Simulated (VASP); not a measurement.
Input of a VASP 6.6.1 run:

The input POSCAR:

```
BN
1.0
    0.0000000000      1.8044241079      1.8044241079
    1.8044241079      0.0000000000      1.8044241079
    1.8044241079      1.8044241079      0.0000000000
B N
1 1
Direct
    0.0000000000      0.0000000000      0.0000000000
    0.2500000000      0.2500000000      0.2500000000
```

File INCAR.step1:

```
SYSTEM = BN
PREC = Accurate
ENCUT = 520
ISMEAR = 0
SIGMA = 0.02
LREAL = .FALSE.
LASPH = .TRUE.
NELM = 60
NBANDS = 11
GGA = PE
ALGO = Normal
EDIFF = 1E-4
LWAVE = .TRUE.
LCHARG = .FALSE.
```

File INCAR.step2:

```
SYSTEM = BN
PREC = Accurate
ENCUT = 520
EDIFF = 1E-7
ISMEAR = 0
SIGMA = 0.02
LREAL = .FALSE.
LASPH = .TRUE.
NELM = 60
ALGO = Normal
ISIF = 2
LWAVE = .FALSE.
LCHARG = .TRUE.
METAGGA = R2SCAN
LMIXTAU = .TRUE.
LELF = .TRUE.
LVHAR = .TRUE.
NBANDS = 11
ISTART = 1
```

File KPOINTS:

```
Automatic mesh
0
G
  12 12 12
  0 0 0
```

Potentials or basis: VASP PAW PBE potentials, release 64 (B, N).

The run is started by

```sh
$ cat potpaw_PBE.64/B/POTCAR potpaw_PBE.64/N/POTCAR > POTCAR
$ cp INCAR.step1 INCAR
$ mpirun -np 1 vasp_std > vasp.out
$ cp INCAR.step2 INCAR
$ mpirun -np 1 vasp_std > vasp.out
```

(1) What does it give for the band gap on the k mesh?

(2) Predict the pressure.

## Answers

(1) 4.98 eV (least direct gap 9.55 eV).

(2) 1.4 GPa.

Caveat: the PAW data sets were made with another functional, which shifts forces and pressure a little.
